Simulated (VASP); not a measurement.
# RbAsO3 (Pm-3m) in VASP: a series of runs

RbAsO3 is run at these levels: LDA; tasks: single point.

Everything below comes from runs of VASP 6.6.1. Logs are shortened: lines on timing, memory, paths and dates and some standing lists are left out, and cuts for length are marked.

### Step 1. The cell of the first run

It takes space group Pm-3m (No. 221, cubic). Conventional cell: a = 3.822 Å, b = 3.822 Å, c = 3.822 Å, α = 90.00°, β = 90.00°, γ = 90.00°. Rb (site symmetry m-3m) has 12 O at 2.70 Å and 8 As at 3.31 Å within 3.6 Å. As (site symmetry m-3m) has 6 O at 1.91 Å within 2.5 Å. Within 2.5 Å of O (site symmetry 4/mmm) lie 2 As at 1.91 Å.

### Step 2. Single point, LDA

Input file INCAR:

```
ALGO = Normal
EDIFF = 1E-6
ENCUT = 1340
GGA = CA
GGA_COMPAT = False
ISIF = 2
ISMEAR = -1
LASPH = True
LCHARG = False
LREAL = False
LWAVE = False
NBANDS = 29
NELM = 120
PREC = Accurate
SIGMA = 0.1
```

Input file KPOINTS:

```
k-points
0
Gamma
  4 4 4
```

Input file POSCAR:

```
RbAsO3
1.0
    3.8217179710      0.0000000000      0.0000000000
    0.0000000000      3.8217179710      0.0000000000
    0.0000000000      0.0000000000      3.8217179710
Rb As O
1 1 3
Direct
    0.0000000000      0.0000000000      0.0000000000
    0.5000000000      0.5000000000      0.5000000000
    0.5000000000      0.5000000000      0.0000000000
    0.5000000000      0.0000000000      0.5000000000
    0.0000000000      0.5000000000      0.5000000000
```

Potentials or basis: VASP PAW LDA potentials, release 64 (Rb_sv, As_d, O_h).

The run is started by

```sh
$ cat potpaw_LDA.64/Rb_sv/POTCAR potpaw_LDA.64/As_d/POTCAR potpaw_LDA.64/O_h/POTCAR > POTCAR
$ mpirun -np 1 vasp_std > vasp.out
```

OUTCAR:

```text
EDIFF = 1E-6
   ENCUT = 1340
   GGA = CA
   ISIF = 2
   ISMEAR = -1
   LASPH = True
   LREAL = False
   NELM = 120
   PREC = Accurate

 ion  position               nearest neighbor table
   1  0.000  0.000  0.000-   3 2.70   4 2.70   5 2.70   4 2.70   5 2.70   3 2.70   5 2.70   5 2.70
                             3 2.70   4 2.70   4 2.70   3 2.70   2 3.31   2 3.31   2 3.31   2 3.31
   2  0.500  0.500  0.500-   3 1.91   4 1.91   5 1.91   3 1.91   4 1.91   5 1.91   1 3.31   1 3.31
                             1 3.31   1 3.31   1 3.31   1 3.31   1 3.31   1 3.31
   3  0.500  0.500  0.000-   2 1.91   2 1.91   1 2.70   1 2.70   1 2.70   1 2.70
   4  0.500  0.000  0.500-   2 1.91   2 1.91   1 2.70   1 2.70   1 2.70   1 2.70
   5  0.000  0.500  0.500-   2 1.91   2 1.91   1 2.70   1 2.70   1 2.70   1 2.70

  LATTYP: Found a simple cubic cell.
 ALAT       =     3.8217179710

  Lattice vectors:

 A1 = (   3.8217179710,   0.0000000000,   0.0000000000)
 A2 = (   0.0000000000,   3.8217179710,   0.0000000000)
 A3 = (   0.0000000000,   0.0000000000,   3.8217179710)

Analysis of symmetry for initial positions (statically):
=====================================================================
 Subroutine PRICEL returns:
 Original cell was already a primitive cell.

 Routine SETGRP: Setting up the symmetry group for a
 simple cubic supercell.

 Subroutine GETGRP returns: Found 48 space group operations
 (whereof 48 operations were pure point group operations)
 out of a pool of 48 trial point group operations.

The static configuration has the point symmetry O_h .

Analysis of symmetry for dynamics (positions and initial velocities):
=====================================================================
 Subroutine PRICEL returns:
 Original cell was already a primitive cell.

 Routine SETGRP: Setting up the symmetry group for a
 simple cubic supercell.

 Subroutine GETGRP returns: Found 48 space group operations
 (whereof 48 operations were pure point group operations)
 out of a pool of 48 trial point group operations.

The dynamic configuration has the point symmetry O_h .

 Subroutine INISYM returns: Found 48 space group operations
 (whereof 48 operations are pure point group operations),
 and found     1 'primitive' translations

----------------------------------------------------------------------------------------

                                     Primitive cell

  volume of cell :      55.8182
[... 80 lines left out ...]
   EDIFF  = 0.1E-05   stopping-criterion for ELM
   LREAL  =      F    real-space projection
   EDIFFG = 0.1E-04   stopping-criterion for IOM
   NSW    =      0    number of steps for IOM
   IBRION =     -1    ionic relax: 0-MD 1-quasi-New 2-CG
   NFREE  =      0    steps in history (QN), initial steepest desc. (CG)
   ISIF   =      2    stress and relaxation
   ISYM   =      2    0-nonsym 1-usesym 2-fastsym
   POTIM  = 0.5000    time-step for ionic-motion
   TEBEG  =    0.0;   TEEND  =   0.0 temperature during run
   PSTRESS=    0.0 pullay stress
   NELECT =      42.0000    total number of electrons
   NUPDOWN=      -1.0000    fix difference up-down
   EMIN   =  10.00;   EMAX   =-10.00  energy-range for DOS
   EFERMI =   0.00;   METHOD = LEGACY
   ISMEAR =    -1;   SIGMA  =   0.10  broadening in eV -4-tet -1-fermi 0-gaus
   EFERMI_NEDOS =   21; number of points for ismear=-14 and -15
   IALGO  =     38    algorithm
   IMIX   =      4    mixing-type and parameters
     AMIX     =   0.40;   BMIX     =  1.00
     AMIX_MAG =   1.60;   BMIX_MAG =  1.00
  volume/ion in A,a.u.               =      11.16        75.34
  Fermi-wavevector in a.u.,A,eV,Ry     =   1.489016  2.813832 30.166401  2.217168
  Thomas-Fermi vector in A             =   2.601978
   LORBIT       =      0    0 simple, 1 ext, 2 COOP (PROOUT), +10 PAW based schemes
   GGA     = CA    functional components
   LHFCALC =     F    Hartree Fock is set to
   AEXX    =    0.0000 exact exchange contribution
   IVDW    =     0    specifies the selected vdW correction
   LEPSILON=     F    determine dielectric tensor
   LRPA    =     F    only Hartree local field effects (RPA)
 non-spin polarized calculation
  energy-cutoff  :     1340.00
  volume of cell :       55.82
 maximum number of plane-waves:      6239
 NGX is ok and might be reduce to    48
   NGX = 23   NGY = 23   NGZ = 23

 number of electron      42.0000004 magnetization

 Free energy of the ion-electron system (eV)
  ---------------------------------------------------
  ext. energy  EPLUGINS =         0.00000000
  ---------------------------------------------------
  free energy    TOTEN  =       -29.31407993 eV

  energy without entropy =      -29.27115174  energy(sigma->0) =      -29.29261583

 E-fermi :   3.0250     XC(G=0): -12.2452

 val. band max:        3.0120417785   @ k =   0.5000   0.5000   0.2500
 cond. band min:       3.0407794420   @ k =   0.5000   0.5000   0.5000
 fundamental gap:      0.0287376635
 Fermi energy:         3.0249605172

 k-point     1 :       0.0000    0.0000    0.0000
  band No.  band energies     occupation
      1     -34.0452      2.00000
      2     -34.0452      2.00000
      3     -33.9852      2.00000
      4     -33.9852      2.00000
      5     -33.9852      2.00000
      6     -20.1967      2.00000
[... 309 lines left out ...]
     28      14.7253      0.00000
     29      16.5906      0.00000

------------------------ aborting loop because EDIFF is reached ----------------------------------------

  FORCE on cell =-STRESS in cart. coord.  units (eV):
  Direction    XX          YY          ZZ          XY          YZ          ZX
  --------------------------------------------------------------------------------------
  -------------------------------------------------------------------------------------
  Total        0.1386880      0.1386880      0.1386880     -0.0000000      0.0000000      0.0000000
  in kB        3.9808285      3.9808285      3.9808285     -0.0000000      0.0000000      0.0000000
  external PRESSURE =       3.9808285 kB  Pullay stress =       0.0000000 kB

 VOLUME and BASIS-vectors are now :
 -----------------------------------------------------------------------------
  energy-cutoff  :     1340.00
  volume of cell :       55.82
      direct lattice vectors                 reciprocal lattice vectors
     3.821717971  0.000000000  0.000000000     0.261662427  0.000000000  0.000000000
     0.000000000  3.821717971  0.000000000     0.000000000  0.261662427  0.000000000
     0.000000000  0.000000000  3.821717971     0.000000000  0.000000000  0.261662427

 POSITION                                       TOTAL-FORCE (eV/Angst)
 -----------------------------------------------------------------------------------
      0.00000      0.00000      0.00000         0.000000      0.000000      0.000000
      1.91086      1.91086      1.91086         0.000000      0.000000      0.000000
      1.91086      1.91086      0.00000         0.000000      0.000000      0.000000
      1.91086      0.00000      1.91086         0.000000      0.000000      0.000000
      0.00000      1.91086      1.91086         0.000000      0.000000      0.000000
 -----------------------------------------------------------------------------------
    total drift:                                0.000000     -0.000000     -0.000000

  FREE ENERGIE OF THE ION-ELECTRON SYSTEM (eV)
  ---------------------------------------------------
  free  energy   TOTEN  =       -29.3140799293 eV

  energy  without entropy=      -29.2711517396  energy(sigma->0) =      -29.29261583
```

OSZICAR:

```text
N       E                     dE             d eps       ncg     rms          rms(c)
DAV:   1     0.631941769531E+03    0.63194E+03   -0.35953E+04   822   0.893E+03
DAV:   2     0.700627239814E+02   -0.56188E+03   -0.53387E+03   694   0.155E+03
DAV:   3    -0.271900922202E+02   -0.97253E+02   -0.95196E+02   683   0.257E+02
DAV:   4    -0.337285639407E+02   -0.65385E+01   -0.64712E+01   728   0.665E+01
DAV:   5    -0.340633251516E+02   -0.33476E+00   -0.33434E+00   885   0.130E+01    0.166E+01
DAV:   6    -0.294755860379E+02    0.45877E+01   -0.13922E+01   844   0.437E+01    0.951E+00
DAV:   7    -0.293851783284E+02    0.90408E-01   -0.10120E+00   710   0.730E+00    0.507E+00
DAV:   8    -0.293189726922E+02    0.66206E-01   -0.25347E-01   806   0.459E+00    0.628E-01
DAV:   9    -0.293144296867E+02    0.45430E-02   -0.21719E-02   794   0.111E+00    0.291E-01
DAV:  10    -0.293141205733E+02    0.30911E-03   -0.23258E-03   833   0.649E-01    0.785E-02
DAV:  11    -0.293140918401E+02    0.28733E-04   -0.80947E-04   867   0.259E-01    0.317E-02
DAV:  12    -0.293140804127E+02    0.11427E-04   -0.63631E-05   777   0.635E-02    0.153E-02
DAV:  13    -0.293140799293E+02    0.48339E-06   -0.69295E-06   883   0.282E-02
   1 F= -.29314080E+02 E0= -.29292616E+02  d E =-.429282E-01
```

stdout:

```text
POSCAR found type information on POSCAR RbAsO
 POSCAR found :  3 types and       5 ions
 scaLAPACK will be used
 LDA part: xc-table for (Slater(with rela. corr.)+CA(PZ))
 , standard interpolation
 POSCAR, INCAR and KPOINTS ok, starting setup
 FFT: planning ... GRIDC
 FFT: planning ... GRID_SOFT
 FFT: planning ... GRID
 WAVECAR not read
 entering main loop
```

Wall time 34 s (1 thread of Intel Xeon 6975P-C (Granite Rapids), shared host); peak memory 0.3 GiB.

Results:

* Free energy: -29.3141 eV
* Pressure: 0.4 GPa
* Band gap on the k mesh: zero (bands 21 and 22 overlap by 0.47 eV)

Caveat: the k points lie up to 0.41 Å⁻¹ apart.

### Step 3. Single point, LDA

This run uses another cell than the first one, of 11.13 Å³/atom.

Input file INCAR:

```
  PREC = Accurate
  ENCUT = 1340
  EDIFF = 1E-6
  ISMEAR = -1
  SIGMA = 0.1
  LREAL = F
  LASPH = T
  NELM = 120
  ALGO = Normal
  ISIF = 2
  LWAVE = F
  LCHARG = T
  GGA = CA
  LELF = T
  LVHAR = T
  NBANDS = 29
  GGA_COMPAT = F
```

Input file KPOINTS:

```
Automatic mesh
0
Gamma
  4 4 4
```

POSCAR, as its differences from that of step 2:

```diff
@@ -2,5 +2,5 @@
 1.0
-    3.8217179710      0.0000000000      0.0000000000
-    0.0000000000      3.8217179710      0.0000000000
-    0.0000000000      0.0000000000      3.8217179710
+    3.8174159794      0.0000000000      0.0000000000
+    0.0000000000      3.8174159794      0.0000000000
+    0.0000000000      0.0000000000      3.8174159794
 Rb As O
```

Potentials or basis: VASP PAW LDA potentials, release 64 (Rb_sv, As_d, O_h).

The run is started by

```sh
$ cat potpaw_LDA.64/Rb_sv/POTCAR potpaw_LDA.64/As_d/POTCAR potpaw_LDA.64/O_h/POTCAR > POTCAR
$ mpirun -np 1 vasp_std > vasp.out
```

OUTCAR:

```text
PREC = Accurate
   ENCUT = 1340
   EDIFF = 1E-6
   ISMEAR = -1
   LREAL = F
   LASPH = T
   NELM = 120
   ISIF = 2
   GGA = CA

 ion  position               nearest neighbor table
   1  0.000  0.000  0.000-   3 2.70   4 2.70   5 2.70   4 2.70   5 2.70   3 2.70   5 2.70   5 2.70
                             3 2.70   4 2.70   4 2.70   3 2.70   2 3.31   2 3.31   2 3.31   2 3.31
   2  0.500  0.500  0.500-   3 1.91   4 1.91   5 1.91   3 1.91   4 1.91   5 1.91   1 3.31   1 3.31
                             1 3.31   1 3.31   1 3.31   1 3.31   1 3.31   1 3.31
   3  0.500  0.500  0.000-   2 1.91   2 1.91   1 2.70   1 2.70   1 2.70   1 2.70
   4  0.500  0.000  0.500-   2 1.91   2 1.91   1 2.70   1 2.70   1 2.70   1 2.70
   5  0.000  0.500  0.500-   2 1.91   2 1.91   1 2.70   1 2.70   1 2.70   1 2.70

  LATTYP: Found a simple cubic cell.
 ALAT       =     3.8174159794

  Lattice vectors:

 A1 = (   3.8174159794,   0.0000000000,   0.0000000000)
 A2 = (   0.0000000000,   3.8174159794,   0.0000000000)
 A3 = (   0.0000000000,   0.0000000000,   3.8174159794)

Analysis of symmetry for initial positions (statically):
=====================================================================
 Subroutine PRICEL returns:
 Original cell was already a primitive cell.

 Routine SETGRP: Setting up the symmetry group for a
 simple cubic supercell.

 Subroutine GETGRP returns: Found 48 space group operations
 (whereof 48 operations were pure point group operations)
 out of a pool of 48 trial point group operations.

The static configuration has the point symmetry O_h .

Analysis of symmetry for dynamics (positions and initial velocities):
=====================================================================
 Subroutine PRICEL returns:
 Original cell was already a primitive cell.

 Routine SETGRP: Setting up the symmetry group for a
 simple cubic supercell.

 Subroutine GETGRP returns: Found 48 space group operations
 (whereof 48 operations were pure point group operations)
 out of a pool of 48 trial point group operations.

[... 112 lines left out ...]
  volume/ion in A,a.u.               =      11.13        75.08
  Fermi-wavevector in a.u.,A,eV,Ry     =   1.490694  2.817003 30.234431  2.222168
  Thomas-Fermi vector in A             =   2.603443
   LORBIT       =      0    0 simple, 1 ext, 2 COOP (PROOUT), +10 PAW based schemes
   GGA     = CA    functional components
   LHFCALC =     F    Hartree Fock is set to
   AEXX    =    0.0000 exact exchange contribution
   IVDW    =     0    specifies the selected vdW correction
   LEPSILON=     F    determine dielectric tensor
   LRPA    =     F    only Hartree local field effects (RPA)
 non-spin polarized calculation
  energy-cutoff  :     1340.00
  volume of cell :       55.63
 maximum number of plane-waves:      6217
 NGX is ok and might be reduce to    48
   NGX = 23   NGY = 23   NGZ = 23

 number of electron      42.0000004 magnetization

 Free energy of the ion-electron system (eV)
  ---------------------------------------------------
  ext. energy  EPLUGINS =         0.00000000
  ---------------------------------------------------
  free energy    TOTEN  =       -29.31297345 eV

  energy without entropy =      -29.26995372  energy(sigma->0) =      -29.29146358

 E-fermi :   3.0596     XC(G=0): -12.2636

 val. band max:        3.0439008392   @ k =   0.5000   0.5000   0.2500
 cond. band min:       3.0727422882   @ k =   0.5000   0.5000   0.5000
 fundamental gap:      0.0288414490
 Fermi energy:         3.0595559294

 k-point     1 :       0.0000    0.0000    0.0000
  band No.  band energies     occupation
      1     -34.0143      2.00000
      2     -34.0143      2.00000
      3     -33.9535      2.00000
      4     -33.9535      2.00000
      5     -33.9535      2.00000
      6     -20.1710      2.00000
[... 309 lines left out ...]
     28      14.7729      0.00000
     29      16.6504      0.00000

------------------------ aborting loop because EDIFF is reached ----------------------------------------

  FORCE on cell =-STRESS in cart. coord.  units (eV):
  Direction    XX          YY          ZZ          XY          YZ          ZX
  --------------------------------------------------------------------------------------
  -------------------------------------------------------------------------------------
  Total        0.3235432      0.3235432      0.3235432      0.0000000     -0.0000000     -0.0000000
  in kB        9.3182498      9.3182498      9.3182498      0.0000000     -0.0000000     -0.0000000
  external PRESSURE =       9.3182498 kB  Pullay stress =       0.0000000 kB

 VOLUME and BASIS-vectors are now :
 -----------------------------------------------------------------------------
  energy-cutoff  :     1340.00
  volume of cell :       55.63
      direct lattice vectors                 reciprocal lattice vectors
     3.817415979  0.000000000  0.000000000     0.261957304  0.000000000  0.000000000
     0.000000000  3.817415979  0.000000000     0.000000000  0.261957304  0.000000000
     0.000000000  0.000000000  3.817415979     0.000000000  0.000000000  0.261957304

 POSITION                                       TOTAL-FORCE (eV/Angst)
 -----------------------------------------------------------------------------------
      0.00000      0.00000      0.00000         0.000000      0.000000      0.000000
      1.90871      1.90871      1.90871         0.000000      0.000000      0.000000
      1.90871      1.90871      0.00000         0.000000      0.000000      0.000000
      1.90871      0.00000      1.90871         0.000000      0.000000      0.000000
      0.00000      1.90871      1.90871         0.000000      0.000000      0.000000
 -----------------------------------------------------------------------------------
    total drift:                                0.000000     -0.000000     -0.000000

  FREE ENERGIE OF THE ION-ELECTRON SYSTEM (eV)
  ---------------------------------------------------
  free  energy   TOTEN  =       -29.3129734468 eV

  energy  without entropy=      -29.2699537155  energy(sigma->0) =      -29.29146358
```

OSZICAR:

```text
N       E                     dE             d eps       ncg     rms          rms(c)
DAV:   1     0.646081140035E+03    0.64608E+03   -0.35703E+04   830   0.861E+03
DAV:   2     0.788347216064E+02   -0.56725E+03   -0.53716E+03   681   0.149E+03
DAV:   3    -0.273014942167E+02   -0.10614E+03   -0.10377E+03   719   0.261E+02
DAV:   4    -0.338247604958E+02   -0.65233E+01   -0.64669E+01   768   0.652E+01
DAV:   5    -0.340674326937E+02   -0.24267E+00   -0.24222E+00   863   0.113E+01    0.167E+01
DAV:   6    -0.294770656736E+02    0.45904E+01   -0.14140E+01   826   0.436E+01    0.953E+00
DAV:   7    -0.293831941628E+02    0.93872E-01   -0.99738E-01   681   0.728E+00    0.511E+00
DAV:   8    -0.293177903297E+02    0.65404E-01   -0.25392E-01   801   0.462E+00    0.626E-01
DAV:   9    -0.293133043880E+02    0.44859E-02   -0.22593E-02   794   0.113E+00    0.291E-01
DAV:  10    -0.293130088636E+02    0.29552E-03   -0.23547E-03   838   0.681E-01    0.741E-02
DAV:  11    -0.293129884309E+02    0.20433E-04   -0.83926E-04   875   0.282E-01    0.353E-02
DAV:  12    -0.293129735043E+02    0.14927E-04   -0.69999E-05   703   0.654E-02    0.141E-02
DAV:  13    -0.293129734468E+02    0.57466E-07   -0.89609E-06   833   0.279E-02
   1 F= -.29312973E+02 E0= -.29291464E+02  d E =-.430197E-01
```

Run time: 51 s. Hardware: 1 thread of Intel Xeon Platinum 8488C (Sapphire Rapids), shared host; peak memory 0.3 GiB.

Results:

```
Free energy            : -29.3130 eV
Pressure               : 0.9 GPa
Band gap on the k mesh : zero (bands 21 and 22 overlap by 0.46 eV)
```

Caveat: the k points lie up to 0.41 Å⁻¹ apart.

The gap in the log of VASP goes by the Fermi energy; the results here count the filled bands.